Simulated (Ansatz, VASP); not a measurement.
# SnPb2O3: VASP beside Ansatz

File INCAR:

```
PREC = Accurate ; ENCUT = 520
EDIFF = 1E-6 ; ISMEAR = 0
SIGMA = 0.1 ; LREAL = F
LASPH = T ; NELM = 80
ALGO = Normal ; ISIF = 2
LWAVE = F ; LCHARG = T
GGA = PE ; LELF = T
LVHAR = T ; NBANDS = 39
```

The input KPOINTS:

```
Automatic mesh
0
Gamma
  6 6 4
```

The input POSCAR:

```
SnPb2O3
1.0
    4.5608859500      0.0000000000      0.0000000000
   -2.2804429800      3.9498431000      0.0000000000
    0.0000000000      0.0000000000      7.2371829200
Sn Pb O
1 2 3
Direct
    0.0000000000      0.0000000000      0.0000000000
    0.3333333300      0.6666666700      0.2479200100
    0.6666666700      0.3333333300      0.7520799900
    0.3333333300      0.6666666700      0.6480000000
    0.6666666700      0.3333333300      0.3520000000
    0.0000000000      0.0000000000      0.5000000000
```

Input for Ansatz:

```yaml
crystal:
  lattice:
    - [4.56088595, 0.0, 0.0]
    - [-2.28044298, 3.9498431, 0.0]
    - [0.0, 0.0, 7.23718292]
  atoms:
    - { symbol: Sn, position: [0.0, 0.0, 0.0] }
    - { symbol: Pb, position: [0.33333333, 0.66666667, 0.24792001] }
    - { symbol: Pb, position: [0.66666667, 0.33333333, 0.75207999] }
    - { symbol: O, position: [0.33333333, 0.66666667, 0.648] }
    - { symbol: O, position: [0.66666667, 0.33333333, 0.352] }
    - { symbol: O, position: [0.0, 0.0, 0.5] }
basis:
  ecutwfc: 420
kpoints:
  mp_grid: { grid: [6, 6, 4] }
hamiltonian:
  xc: pbe
scf:
  occupations: { method: gaussian, width: 0.1 }
  lower_state_search: "off"
output:
  forces: true
  stress: true
  eigenvalues: true
```

Change from the starting cell: species swapped into the Li3SmBi2 type (P-3m1, No. 164).

Alike in both runs: task single point; functional PBE; k mesh 6 × 6 × 4; occupations gaussian, width 0.1 eV; no spin polarisation.

|  | VASP | Ansatz |
| --- | --- | --- |
| version | VASP 6.6.1 | Ansatz 0.2.0 |
| potentials or method | VASP PAW PBE potentials, release 64 (Sn_d, Pb_d, O), cutoff 520 eV | scalar-relativistic, plane waves, PAW |
| valence electrons in the cell | 60 | 60 |

```tsv
	VASP	Ansatz	Ansatz less VASP
gap on the k mesh at the Fermi level (eV)	none	none	-
pressure (GPa)	-10.2	-10.1	+0.07
traceless stress, the component that is largest in VASP (GPa)	-3.43	-3.42	+0.011
rms of the force components (eV/Å)	1.106	1.108	+0.0019
```

Atom by atom the forces differ by 0.002 eV/Å (rms over components). A gap of «none» marks a metal or a gap that the smearing closes.

Neither program's run includes spin-orbit coupling.
